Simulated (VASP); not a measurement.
# Si (P6/mmm) in VASP: further runs

Si is run at these levels: r2SCAN; tasks: single point.

Program: VASP 6.6.1. These are calculated values, not measurements. Logs are shortened: lines on timing, memory, paths and dates and some standing lists are left out, and cuts for length are marked.

## Step 1: The cell of the first run

Symmetry: P6/mmm, No. 191, hexagonal system. Conventional cell: a = 2.542 Å, b = 2.542 Å, c = 2.392 Å, α = 90.00°, β = 90.00°, γ = 120.00°. Si (site symmetry 6/mmm) has 8 Si at 2.39 to 2.54 Å within 3.2 Å.

This isn't the form of Si at room conditions, which is diamond.

## Step 2: Single point, r2SCAN (strain -0.030 along x and y, -0.030 along z)

File POSCAR:

```
Si
1.0
    2.5419265304      0.0000000000      0.0000000000
   -1.2709632652      2.2013729499      0.0000000000
    0.0000000000      0.0000000000      2.3923637583
Si
1
Direct
    0.0000000000      0.0000000000      0.0000000000
```

File INCAR.step1:

```
SYSTEM = Si
ALGO = Normal
EDIFF = 1E-4
ENCUT = 520
GGA = PE
ISMEAR = 0
LASPH = .True.
LCHARG = .False.
LREAL = .False.
LWAVE = .True.
NBANDS = 8
NELM = 100
PREC = Accurate
SIGMA = 0.15
```

File INCAR.step2:

```
SYSTEM = Si
ALGO = Normal
EDIFF = 1E-6
ENCUT = 520
ISIF = 2
ISMEAR = 0
ISTART = 1
LASPH = .True.
LCHARG = .False.
LMIXTAU = .True.
LREAL = .False.
LWAVE = .False.
METAGGA = R2SCAN
NBANDS = 8
NELM = 100
PREC = Accurate
SIGMA = 0.15
```

File KPOINTS:

```
k-points
0
Gamma
  24 24 20
  0 0 0
```

Potentials or basis: VASP PAW PBE potentials, release 64 (Si).

Launch:

```
$ cat potpaw_PBE.64/Si/POTCAR > POTCAR
$ cp INCAR.step1 INCAR
$ mpirun -np 1 vasp_std > vasp.out
$ cp INCAR.step2 INCAR
$ mpirun -np 1 vasp_std > vasp.out
```

OUTCAR:

```text
SYSTEM = Si
   EDIFF = 1E-6
   ENCUT = 520
   ISIF = 2
   ISMEAR = 0
   ISTART = 1
   LASPH = .True.
   LREAL = .False.
   METAGGA = R2SCAN
   NELM = 100
   PREC = Accurate

 ion  position               nearest neighbor table
   1  0.000  0.000  0.000-

  LATTYP: Found a hexagonal cell.
 ALAT       =     2.5419265304
 C/A-ratio  =     0.9411616464

  Lattice vectors:

 A1 = (   2.5419265304,   0.0000000000,   0.0000000000)
 A2 = (  -1.2709632652,   2.2013729499,   0.0000000000)
 A3 = (   0.0000000000,   0.0000000000,   2.3923637583)

Analysis of symmetry for initial positions (statically):
=====================================================================
 Subroutine PRICEL returns:
 Original cell was already a primitive cell.

 Routine SETGRP: Setting up the symmetry group for a
 hexagonal supercell.

 Subroutine GETGRP returns: Found 24 space group operations
 (whereof 24 operations were pure point group operations)
 out of a pool of 24 trial point group operations.

The static configuration has the point symmetry D_6h.

Analysis of symmetry for dynamics (positions and initial velocities):
=====================================================================
 Subroutine PRICEL returns:
 Original cell was already a primitive cell.

 Routine SETGRP: Setting up the symmetry group for a
 hexagonal supercell.

 Subroutine GETGRP returns: Found 24 space group operations
 (whereof 24 operations were pure point group operations)
 out of a pool of 24 trial point group operations.

The dynamic configuration has the point symmetry D_6h.

 Subroutine INISYM returns: Found 24 space group operations
 (whereof 24 operations are pure point group operations),
 and found     1 'primitive' translations

----------------------------------------------------------------------------------------

                                     Primitive cell

  volume of cell :      13.3870

  direct lattice vectors                    reciprocal lattice vectors
     2.541926530  0.000000000  0.000000000     0.393402401  0.227130982  0.000000000
    -1.270963265  2.201372950  0.000000000     0.000000000  0.454261964  0.000000000
     0.000000000  0.000000000  2.392363758     0.000000000  0.000000000  0.417996635

  length of vectors
     2.541926530  2.541926530  2.392363758     0.454261964  0.454261964  0.417996635

  position of ions in fractional coordinates (direct lattice)
     0.000000000  0.000000000  0.000000000

  ion indices of the primitive-cell ions
   primitive index   ion index
                 1           1

----------------------------------------------------------------------------------------

 KPOINTS: k-points

Automatic generation of k-mesh.
 Grid dimensions read from file:
 generate k-points for:   24   24   20

 Generating k-lattice:

  Cartesian coordinates                     Fractional coordinates (reciprocal lattice)
     0.016391767  0.009463791  0.000000000     0.041666667 -0.000000000  0.000000000
     0.000000000  0.018927582  0.000000000     0.000000000  0.041666667  0.000000000
     0.000000000  0.000000000  0.020899832     0.000000000  0.000000000  0.050000000

  Length of vectors
     0.018927582  0.018927582  0.020899832

  Shift w.r.t. Gamma in fractional coordinates (k-lattice)
     0.000000000  0.000000000  0.000000000

 Subroutine IBZKPT returns following result:
 ===========================================

 Found    671 irreducible k-points:

 Following reciprocal coordinates:
            Coordinates               Weight
  0.000000  0.000000  0.000000      1.000000
  0.041667 -0.000000  0.000000      6.000000
  0.083333  0.000000  0.000000      6.000000
  0.125000 -0.000000  0.000000      6.000000
  0.166667 -0.000000  0.000000      6.000000
  0.208333 -0.000000  0.000000      6.000000
[... 16 lines left out ...]
  0.416667  0.041667  0.000000     12.000000
  0.458333  0.041667  0.000000     12.000000
 [... further k-points ...]
   k-points           NKPTS =    671   k-points in BZ     NKDIM =    671   number of bands    NBANDS=      8
   number of dos      NEDOS =    301   number of ions     NIONS =      1
   total plane-waves  NPLWV =   7200
   dimension x,y,z NGX =    20 NGY =   20 NGZ =   18
   dimension x,y,z NGXF=    40 NGYF=   40 NGZF=   36
   ions per type =               1
   NGX,Y,Z   is equivalent  to a cutoff of  13.08, 13.08, 12.51 a.u.
   NGXF,Y,Z  is equivalent  to a cutoff of  26.16, 26.16, 25.02 a.u.
 SYSTEM =  Si
   PREC   = accura    normal or accurate (medium, high low for compatibility)
   ISTART =      1    job   : 0-new  1-cont  2-samecut
   ICHARG =      0    charge: 1-file 2-atom 10-const
   ISPIN  =      1    spin polarized calculation?
   LNONCOLLINEAR =      F non collinear calculations
   LSORBIT =      F    spin-orbit coupling
   LASPH  =      T    aspherical Exc in radial PAW
   ENCUT  =  520.0 eV  38.22 Ry    6.18 a.u.   4.73  4.73  4.45*2*pi/ulx,y,z
   NELM   =    100;   NELMIN=  2; NELMDL=  0     # of ELM steps
   EDIFF  = 0.1E-05   stopping-criterion for ELM
   LREAL  =      F    real-space projection
   EDIFFG = 0.1E-04   stopping-criterion for IOM
   NSW    =      0    number of steps for IOM
   IBRION =     -1    ionic relax: 0-MD 1-quasi-New 2-CG
   NFREE  =      0    steps in history (QN), initial steepest desc. (CG)
   ISIF   =      2    stress and relaxation
   ISYM   =      2    0-nonsym 1-usesym 2-fastsym
   POTIM  = 0.5000    time-step for ionic-motion
   TEBEG  =    0.0;   TEEND  =   0.0 temperature during run
   PSTRESS=    0.0 pullay stress
   NELECT =       4.0000    total number of electrons
   NUPDOWN=      -1.0000    fix difference up-down
   EMIN   =  10.00;   EMAX   =-10.00  energy-range for DOS
   EFERMI =   0.00;   METHOD = LEGACY
   ISMEAR =     0;   SIGMA  =   0.15  broadening in eV -4-tet -1-fermi 0-gaus
   EFERMI_NEDOS =   21; number of points for ismear=-14 and -15
   IALGO  =     38    algorithm
   IMIX   =      4    mixing-type and parameters
     AMIX     =   0.40;   BMIX     =  1.00
     AMIX_MAG =   1.60;   BMIX_MAG =  1.00
  volume/ion in A,a.u.               =      13.39        90.34
  Fermi-wavevector in a.u.,A,eV,Ry     =   1.094461  2.068231 16.297663  1.197844
  Thomas-Fermi vector in A             =   2.230766
   LORBIT       =      0    0 simple, 1 ext, 2 COOP (PROOUT), +10 PAW based schemes
   METAGGA = R2SCAN    functional components
   LHFCALC =     F    Hartree Fock is set to
   AEXX    =    0.0000 exact exchange contribution
   IVDW    =     0    specifies the selected vdW correction
   LEPSILON=     F    determine dielectric tensor
   LRPA    =     F    only Hartree local field effects (RPA)
 non-spin polarized calculation
 Gauss-broadening in eV      SIGMA  =   0.15
  energy-cutoff  :      520.00
  volume of cell :       13.39
 maximum number of plane-waves:       385
 NGX is ok and might be reduce to    20
   NGX =  9   NGY =  9   NGZ =  9

 number of electron       4.0000000 magnetization

 Free energy of the ion-electron system (eV)
  ---------------------------------------------------
  ext. energy  EPLUGINS =         0.00000000
  ---------------------------------------------------
  free energy    TOTEN  =        -8.26191852 eV

  energy without entropy =       -8.25806919  energy(sigma->0) =       -8.25999386

 E-fermi :  10.9749     XC(G=0): -12.0805

 val. band max:       10.9734519785   @ k =   0.2083   0.0833   0.2500
 cond. band min:      10.9800153888   @ k =   0.1667   0.1250   0.2500
 fundamental gap:      0.0065634103
 Fermi energy:        10.9748642101

 k-point     1 :       0.0000    0.0000    0.0000
  band No.  band energies     occupation
      1      -4.8627      2.00000
      2      18.8862      0.00000
      3      20.0657      0.00000
      4      23.1158      0.00000
      5      23.1158      0.00000
      6      24.3459      0.00000
      7      24.3459      0.00000
      8      30.2640      0.00000

 k-point     2 :       0.0417   -0.0000    0.0000
  band No.  band energies     occupation
      1      -4.8078      2.00000
      2      18.7372      0.00000
      3      20.1121      0.00000
      4      22.3965      0.00000
      5      22.4879      0.00000
      6      24.6074      0.00000
      7      25.0678      0.00000
      8      30.8962      0.00000

 k-point     3 :       0.0833    0.0000    0.0000
  band No.  band energies     occupation
      1      -4.6431      2.00000
      2      18.1886      0.00000
      3      20.2512      0.00000
      4      21.2423      0.00000
      5      21.5698      0.00000
      6      24.8339      0.00000
      7      26.2677      0.00000
      8      32.4375      0.00000

 k-point     4 :       0.1250   -0.0000    0.0000
  band No.  band energies     occupation
      1      -4.3690      2.00000
      2      17.0684      0.00000
      3      20.3770      0.00000
      4      20.4827      0.00000
      5      20.6991      0.00000
      6      24.9843      0.00000
      7      27.6064      0.00000
      8      34.2123      0.00000

 k-point     5 :       0.1667   -0.0000    0.0000
  band No.  band energies     occupation
      1      -3.9860      2.00000
      2      15.5132      0.00000
      3      19.8338      0.00000
      4      19.9102      0.00000
      5      20.8067      0.00000
      6      25.1816      0.00000
      7      29.0470      0.00000
      8      35.4718      0.00000
[... 177 lines left out ...]
 k-point    22 :       0.3750    0.0417    0.0000
  band No.  band energies     occupation
      1       0.0681      2.00000
      2       6.3884      2.00000
      3      15.9417      0.00000
      4      19.4013      0.00000
      5      24.2265      0.00000
      6      28.5639      0.00000
      7      29.8569      0.00000
      8      34.5824      0.00000

 k-point    23 :       0.4167    0.0417    0.0000
  band No.  band energies     occupation
      1       1.1317      2.00000
      2       4.9425      2.00000
      3      15.7582      0.00000
      4      19.2607      0.00000
      5      25.0883      0.00000
      6      28.6734      0.00000
      7      29.5112      0.00000
      8      33.4229      0.00000

 k-point    24 :       0.4583    0.0417    0.0000
  band No.  band energies     occupation
      1       2.2791      2.00000
      2       3.6033      2.00000
      3      15.6662      0.00000
      4      19.1889      0.00000
      5      25.8847      0.00000
      6      27.7146      0.00000
      7      30.3829      0.00000
      8      32.4231      0.00000

 [... further k-points ...]
[... 5 lines left out ...]
  --------------------------------------------------------------------------------------
  -------------------------------------------------------------------------------------
  Total        1.2388966      1.2388966      1.4306740      0.0000000      0.0000000      0.0000000
  in kB      148.2729125    148.2729125    171.2251004      0.0000000      0.0000000      0.0000000
  external PRESSURE =     155.9236418 kB  Pullay stress =       0.0000000 kB

 VOLUME and BASIS-vectors are now :
 -----------------------------------------------------------------------------
  energy-cutoff  :      520.00
  volume of cell :       13.39
      direct lattice vectors                 reciprocal lattice vectors
     2.541926530  0.000000000  0.000000000     0.393402401  0.227130982  0.000000000
    -1.270963265  2.201372950  0.000000000     0.000000000  0.454261964  0.000000000
     0.000000000  0.000000000  2.392363758     0.000000000  0.000000000  0.417996635

 POSITION                                       TOTAL-FORCE (eV/Angst)
 -----------------------------------------------------------------------------------
      0.00000      0.00000      0.00000         0.000000      0.000000      0.000000
 -----------------------------------------------------------------------------------
    total drift:                               -0.000000     -0.000000      0.000000

  FREE ENERGIE OF THE ION-ELECTRON SYSTEM (eV)
  ---------------------------------------------------
  free  energy   TOTEN  =        -8.2619185249 eV

  energy  without entropy=       -8.2580691930  energy(sigma->0) =       -8.25999386
```

Wall time 2 min (1 thread of Intel Xeon Platinum 8488C (Sapphire Rapids), shared host); peak memory 0.16 GiB.

What came out:

```yaml
Free_energy: -8.2619 eV
Pressure: 15.6 GPa
Band_gap_on_the_k_mesh: zero (bands 2 and 3 overlap by 13.29 eV)
```

Stress tensor (GPa, compression positive):
```
14.83  0.00  0.00
 0.00 14.83  0.00
 0.00  0.00 17.12
```

Caveat: the cell differs from its parent crystal (strain -0.030 along x and y, -0.030 along z); the cell stands under pressure; the PAW data sets were made with another functional, which shifts forces and pressure a little.

[end of part 1 of 2]
